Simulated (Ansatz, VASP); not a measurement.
**Two plane-wave programs on La**

```
La
1.0
     3.67157    0.00000    0.00000
    -1.83578    3.17967    0.00000
     0.00000    0.00000   11.75033
La
4
Direct
  0.00000 0.00000 0.00000
  0.00000 0.00000 0.50000
  0.33333 0.66667 0.75000
  0.66667 0.33333 0.25000
```

Alike in both runs: functional PBE; dispersion D3(BJ); k mesh 15 × 15 × 4; occupations gaussian, width 0.1 eV; no spin polarisation.

Ansatz relaxed the structure, and its values are those at the end. VASP's run is a single point on that final structure, the one shown.

|  | VASP | Ansatz |
| --- | --- | --- |
| version | VASP 6.6.1 | Ansatz 0.2.0 |
| potentials or method | VASP PAW PBE potentials, release 64 (La), cutoff 520 eV | scalar-relativistic, plane waves, PAW |
| valence electrons in the cell | 44 | 44 |

```tsv
	VASP	Ansatz	Ansatz less VASP
gap on the k mesh at the Fermi level (eV)	none	none	-
pressure (GPa)	0.1	0.0	-0.09
```

A gap of «none» marks a metal or a gap that the smearing closes.

Neither program's run includes spin-orbit coupling.
